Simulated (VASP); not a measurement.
# Si (Fd-3m) in VASP: single point with PBE

Aim: the single point of Si with PBE.

Everything below comes from runs of VASP 6.6.1. Logs are shortened: lines on timing, memory, paths and dates and some standing lists are left out, and cuts for length are marked.

## (1) The cell of the first run

It takes space group Fd-3m (No. 227, cubic). The conventional cell has a = 5.430 Å, b = 5.430 Å, c = 5.430 Å, α = 90.00°, β = 90.00°, γ = 90.00°. Within 3.1 Å of Si (site symmetry -43m) lie 4 Si at 2.35 Å.

## (2) Single point, PBE

File INCAR:

```
SYSTEM = Si
ALGO = Normal
EDIFF = 1E-6
ENCUT = 520
GGA = PE
ISIF = 2
ISMEAR = 0
LASPH = .TRUE.
LCHARG = .FALSE.
LREAL = .FALSE.
LWAVE = .FALSE.
NBANDS = 26
NELM = 100
PREC = Accurate
SIGMA = 0.01
```

File KPOINTS:

```
k-points
0
G
  4 4 4
  0 0 0
```

File POSCAR:

```
Si
1.0
    5.4300000000      0.0000000000      0.0000000000
    0.0000000000      5.4300000000      0.0000000000
    0.0000000000      0.0000000000      5.4300000000
Si
8
Direct
    0.0000000000      0.0000000000      0.0000000000
    0.0000000000      0.5000000000      0.5000000000
    0.5000000000      0.0000000000      0.5000000000
    0.5000000000      0.5000000000      0.0000000000
    0.2500000000      0.2500000000      0.2500000000
    0.2500000000      0.7500000000      0.7500000000
    0.7500000000      0.2500000000      0.7500000000
    0.7500000000      0.7500000000      0.2500000000
```

Potentials or basis: VASP PAW PBE potentials, release 64 (Si).

Started as:

```sh
$ cat potpaw_PBE.64/Si/POTCAR > POTCAR
$ mpirun -np 1 vasp_std > vasp.out
```

OUTCAR:

```text
SYSTEM = Si
   EDIFF = 1E-6
   ENCUT = 520
   GGA = PE
   ISIF = 2
   ISMEAR = 0
   LASPH = .TRUE.
   LREAL = .FALSE.
   NELM = 100
   PREC = Accurate

 ion  position               nearest neighbor table
   1  0.000  0.000  0.000-   5 2.35   6 2.35   7 2.35   8 2.35
   2  0.000  0.500  0.500-   5 2.35   6 2.35   7 2.35   8 2.35
   3  0.500  0.000  0.500-   5 2.35   6 2.35   7 2.35   8 2.35
   4  0.500  0.500  0.000-   5 2.35   6 2.35   7 2.35   8 2.35
   5  0.250  0.250  0.250-   1 2.35   2 2.35   3 2.35   4 2.35
   6  0.250  0.750  0.750-   1 2.35   2 2.35   3 2.35   4 2.35
   7  0.750  0.250  0.750-   1 2.35   2 2.35   3 2.35   4 2.35
   8  0.750  0.750  0.250-   1 2.35   2 2.35   3 2.35   4 2.35

  LATTYP: Found a simple cubic cell.
 ALAT       =     5.4300000000

  Lattice vectors:

 A1 = (   5.4300000000,   0.0000000000,   0.0000000000)
 A2 = (   0.0000000000,   5.4300000000,   0.0000000000)
 A3 = (   0.0000000000,   0.0000000000,   5.4300000000)

Analysis of symmetry for initial positions (statically):
=====================================================================
 Subroutine PRICEL returns following result:

  LATTYP: Found a face centered cubic cell.
 ALAT       =     5.4300000000

  Lattice vectors:

 A1 = (   2.7150000000,  -2.7150000000,   0.0000000000)
 A2 = (   2.7150000000,   0.0000000000,   2.7150000000)
 A3 = (   0.0000000000,  -2.7150000000,   2.7150000000)

   4 primitive cells build up your supercell.

 Routine SETGRP: Setting up the symmetry group for a
 simple cubic supercell.

 Subroutine GETGRP returns: Found 48 space group operations
 (whereof 24 operations were pure point group operations)
 out of a pool of 48 trial point group operations.

The static configuration has the point symmetry T_d .
 The point group associated with its full space group is O_h .

Analysis of symmetry for dynamics (positions and initial velocities):
=====================================================================
 Subroutine PRICEL returns following result:

  LATTYP: Found a face centered cubic cell.
 ALAT       =     5.4300000000

  Lattice vectors:

 A1 = (   2.7150000000,  -2.7150000000,   0.0000000000)
 A2 = (   2.7150000000,   0.0000000000,   2.7150000000)
 A3 = (   0.0000000000,  -2.7150000000,   2.7150000000)

   4 primitive cells build up your supercell.

 Routine SETGRP: Setting up the symmetry group for a
 simple cubic supercell.

 Subroutine GETGRP returns: Found 48 space group operations
 (whereof 24 operations were pure point group operations)
 out of a pool of 48 trial point group operations.

The dynamic configuration has the point symmetry T_d .
 The point group associated with its full space group is O_h .

 Subroutine INISYM returns: Found 48 space group operations
 (whereof 24 operations are pure point group operations),
 and found     4 'primitive' translations

----------------------------------------------------------------------------------------

                                     Primitive cell

  volume of cell :      40.0258

  direct lattice vectors                    reciprocal lattice vectors
     2.715000000 -2.715000000  0.000000000     0.184162063 -0.184162063 -0.184162063
     2.715000000  0.000000000  2.715000000     0.184162063  0.184162063  0.184162063
     0.000000000 -2.715000000  2.715000000    -0.184162063 -0.184162063  0.184162063

  length of vectors
     3.839589822  3.839589822  3.839589822     0.318978049  0.318978049  0.318978049

  position of ions in fractional coordinates (direct lattice)
     0.000000000  0.000000000  0.000000000
     0.750000000  0.750000000  0.750000000

  ion indices of the primitive-cell ions
   primitive index   ion index
                 1           1
                 2           5

----------------------------------------------------------------------------------------

 KPOINTS: k-points

Automatic generation of k-mesh.
 Grid dimensions read from file:
 generate k-points for:    4    4    4

 Generating k-lattice:

  Cartesian coordinates                     Fractional coordinates (reciprocal lattice)
     0.046040516  0.000000000  0.000000000     0.250000000  0.000000000  0.000000000
     0.000000000  0.046040516  0.000000000     0.000000000  0.250000000  0.000000000
     0.000000000  0.000000000  0.046040516     0.000000000  0.000000000  0.250000000

  Length of vectors
     0.046040516  0.046040516  0.046040516

  Shift w.r.t. Gamma in fractional coordinates (k-lattice)
     0.000000000  0.000000000  0.000000000

 Subroutine IBZKPT returns following result:
 ===========================================

 Found     10 irreducible k-points:

 Following reciprocal coordinates:
            Coordinates               Weight
  0.000000  0.000000  0.000000      1.000000
  0.250000  0.000000  0.000000      6.000000
  0.500000  0.000000  0.000000      3.000000
  0.250000  0.250000  0.000000     12.000000
  0.500000  0.250000  0.000000     12.000000
  0.500000  0.500000  0.000000      3.000000
  0.250000  0.250000  0.250000      8.000000
  0.500000  0.250000  0.250000     12.000000
  0.500000  0.500000  0.250000      6.000000
  0.500000  0.500000  0.500000      1.000000
   k-points           NKPTS =     10   k-points in BZ     NKDIM =     10   number of bands    NBANDS=     26
   number of dos      NEDOS =    301   number of ions     NIONS =      8
   total plane-waves  NPLWV =  64000
   dimension x,y,z NGX =    40 NGY =   40 NGZ =   40
   dimension x,y,z NGXF=    80 NGYF=   80 NGZF=   80
   ions per type =               8
   NGX,Y,Z   is equivalent  to a cutoff of  12.25, 12.25, 12.25 a.u.
   NGXF,Y,Z  is equivalent  to a cutoff of  24.49, 24.49, 24.49 a.u.
 SYSTEM =  Si
   PREC   = accura    normal or accurate (medium, high low for compatibility)
   ISTART =      0    job   : 0-new  1-cont  2-samecut
   ICHARG =      2    charge: 1-file 2-atom 10-const
   ISPIN  =      1    spin polarized calculation?
   LNONCOLLINEAR =      F non collinear calculations
   LSORBIT =      F    spin-orbit coupling
   LASPH  =      T    aspherical Exc in radial PAW
   ENCUT  =  520.0 eV  38.22 Ry    6.18 a.u.  10.10 10.10 10.10*2*pi/ulx,y,z
   NELM   =    100;   NELMIN=  2; NELMDL= -5     # of ELM steps
   EDIFF  = 0.1E-05   stopping-criterion for ELM
   LREAL  =      F    real-space projection
   EDIFFG = 0.1E-04   stopping-criterion for IOM
   NSW    =      0    number of steps for IOM
   IBRION =     -1    ionic relax: 0-MD 1-quasi-New 2-CG
   NFREE  =      0    steps in history (QN), initial steepest desc. (CG)
   ISIF   =      2    stress and relaxation
   ISYM   =      2    0-nonsym 1-usesym 2-fastsym
   POTIM  = 0.5000    time-step for ionic-motion
   TEBEG  =    0.0;   TEEND  =   0.0 temperature during run
   PSTRESS=    0.0 pullay stress
   NELECT =      32.0000    total number of electrons
   NUPDOWN=      -1.0000    fix difference up-down
   EMIN   =  10.00;   EMAX   =-10.00  energy-range for DOS
   EFERMI =   0.00;   METHOD = LEGACY
   ISMEAR =     0;   SIGMA  =   0.01  broadening in eV -4-tet -1-fermi 0-gaus
   EFERMI_NEDOS =   21; number of points for ismear=-14 and -15
   IALGO  =     38    algorithm
   IMIX   =      4    mixing-type and parameters
     AMIX     =   0.40;   BMIX     =  1.00
     AMIX_MAG =   1.60;   BMIX_MAG =  1.00
  volume/ion in A,a.u.               =      20.01       135.05
  Fermi-wavevector in a.u.,A,eV,Ry     =   0.957176  1.808800 12.465458  0.916185
  Thomas-Fermi vector in A             =   2.086170
   LORBIT       =      0    0 simple, 1 ext, 2 COOP (PROOUT), +10 PAW based schemes
   GGA     = PE    functional components
   LHFCALC =     F    Hartree Fock is set to
   AEXX    =    0.0000 exact exchange contribution
   IVDW    =     0    specifies the selected vdW correction
   LEPSILON=     F    determine dielectric tensor
   LRPA    =     F    only Hartree local field effects (RPA)
 non-spin polarized calculation
 Gauss-broadening in eV      SIGMA  =   0.01
  energy-cutoff  :      520.00
  volume of cell :      160.10
 maximum number of plane-waves:      4337
   NGX = 21   NGY = 21   NGZ = 21

 number of electron      32.0000004 magnetization

 Free energy of the ion-electron system (eV)
  ---------------------------------------------------
  ext. energy  EPLUGINS =         0.00000000
  ---------------------------------------------------
  free energy    TOTEN  =       -43.35830750 eV

  energy without entropy =      -43.35830750  energy(sigma->0) =      -43.35830750

 E-fermi :   5.9169     XC(G=0):  -9.4095

 val. band max:        5.8318137571   @ k =   0.0000   0.0000   0.0000
 cond. band min:       6.4468498343   @ k =   0.2500   0.0000   0.0000
 fundamental gap:      0.6150360772
 Fermi energy:         5.9169315379

 k-point     1 :       0.0000    0.0000    0.0000
  band No.  band energies     occupation
      1      -6.1286      2.00000
      2      -1.9827      2.00000
      3      -1.9827      2.00000
      4      -1.9827      2.00000
      5      -1.9827      2.00000
      6      -1.9827      2.00000
[... 18 lines left out ...]
     25       8.3969      0.00000
     26       9.2102      0.00000

 k-point     2 :       0.2500    0.0000    0.0000
  band No.  band energies     occupation
      1      -5.8556      2.00000
      2      -3.7332      2.00000
      3      -1.9046      2.00000
      4      -1.9046      2.00000
      5      -1.9046      2.00000
      6      -1.9046      2.00000
[... 18 lines left out ...]
     25       9.5370      0.00000
[... 202 lines left out ...]
     25       9.7005      0.00000
     26       9.7005      0.00000

 k-point    10 :       0.5000    0.5000    0.5000
  band No.  band energies     occupation
      1      -3.7962      2.00000
      2      -3.7962      2.00000
      3      -3.7962      2.00000
      4      -3.7962      2.00000
      5      -1.1360      2.00000
      6      -1.1360      2.00000
[... 18 lines left out ...]
     25       9.1714      0.00000
     26       9.1714      0.00000

------------------------ aborting loop because EDIFF is reached ----------------------------------------

  FORCE on cell =-STRESS in cart. coord.  units (eV):
  Direction    XX          YY          ZZ          XY          YZ          ZX
  --------------------------------------------------------------------------------------
  -------------------------------------------------------------------------------------
  Total        2.0006447      2.0006447      2.0006447      0.0000000      0.0000000      0.0000000
  in kB       20.0207832     20.0207832     20.0207832      0.0000000      0.0000000      0.0000000
  external PRESSURE =      20.0207832 kB  Pullay stress =       0.0000000 kB

 VOLUME and BASIS-vectors are now :
 -----------------------------------------------------------------------------
  energy-cutoff  :      520.00
  volume of cell :      160.10
      direct lattice vectors                 reciprocal lattice vectors
     5.430000000  0.000000000  0.000000000     0.184162063  0.000000000  0.000000000
     0.000000000  5.430000000  0.000000000     0.000000000  0.184162063  0.000000000
     0.000000000  0.000000000  5.430000000     0.000000000  0.000000000  0.184162063

 POSITION                                       TOTAL-FORCE (eV/Angst)
 -----------------------------------------------------------------------------------
      0.00000      0.00000      0.00000        -0.000000     -0.000000     -0.000000
      0.00000      2.71500      2.71500        -0.000000     -0.000000     -0.000000
      2.71500      0.00000      2.71500        -0.000000      0.000000     -0.000000
      2.71500      2.71500      0.00000        -0.000000      0.000000     -0.000000
      1.35750      1.35750      1.35750         0.000000     -0.000000     -0.000000
      1.35750      4.07250      4.07250         0.000000     -0.000000      0.000000
      4.07250      1.35750      4.07250         0.000000      0.000000      0.000000
      4.07250      4.07250      1.35750         0.000000      0.000000      0.000000
 -----------------------------------------------------------------------------------
    total drift:                                0.000000     -0.000000     -0.000000

  FREE ENERGIE OF THE ION-ELECTRON SYSTEM (eV)
  ---------------------------------------------------
  free  energy   TOTEN  =       -43.3583074968 eV

  energy  without entropy=      -43.3583074968  energy(sigma->0) =      -43.35830750
```

Run time: 13 s. Hardware: 1 thread of Intel Xeon 6975P-C (Granite Rapids), shared host; peak memory 0.23 GiB.

Results:

```yaml
Free_energy: -43.3583 eV
Pressure: 2.0 GPa
Band_gap_on_the_k_mesh: 0.61 eV
```

A k mesh can miss the band edges. As with any semilocal functional, this PBE gap is likely too small.
